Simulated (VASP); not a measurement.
Write the native input for VASP 6.6.1 that does the following.

- Task: single point
- Functional: RPBE
- Potentials or basis: VASP PAW PBE potentials, release 64 (Mo_sv)
- Cutoff: 520 eV
- k mesh: 13 × 13 × 13
- Occupations: fermi-dirac, width 0.1 eV
- Spin: no spin polarisation
- Dipole correction: no
- Further INCAR settings: ALGO = Normal; EDIFF = 1e-07; NBANDS = 13

The structure of Mo lies in POSCAR:

```
Mo
1.0
    2.6520612031      0.0000000000      0.0000000000
    0.0000000000      2.6520612031      0.0000000000
    0.0000000000      0.0000000000      2.6520612031
Mo
1
Direct
    0.0000000000      0.0000000000      0.0000000000
```

This cell differs from its parent crystal: volume scaled by 1.04.

One way to write it, as run:

INCAR

```
ALGO = Normal
EDIFF = 1E-7
ENCUT = 520
GGA = RP
ISIF = 2
ISMEAR = -1
LASPH = T
LCHARG = F
LREAL = F
LWAVE = F
NBANDS = 13
NELM = 100
PREC = Accurate
SIGMA = 0.1
```

KPOINTS

```
k-points
0
Gamma
  13 13 13
```

Potentials or basis: VASP PAW PBE potentials, release 64 (Mo_sv).

The run is started by

```console
$ cat potpaw_PBE.64/Mo_sv/POTCAR > POTCAR
$ mpirun -np 1 vasp_std > vasp.out
```

It gave:

The pressure is -7.0 GPa and the band gap on the k mesh is zero (band 7 reaches 11.27 eV, above the bottom of band 8 at 9.31 eV).

Caveat: the PAW data sets were made with another functional, which shifts forces and pressure a little.

It took 8 s on 1 thread of Intel(R) Xeon(R) 6975P-C (Granite Rapids), on a shared host, peak memory 0.13 GiB.
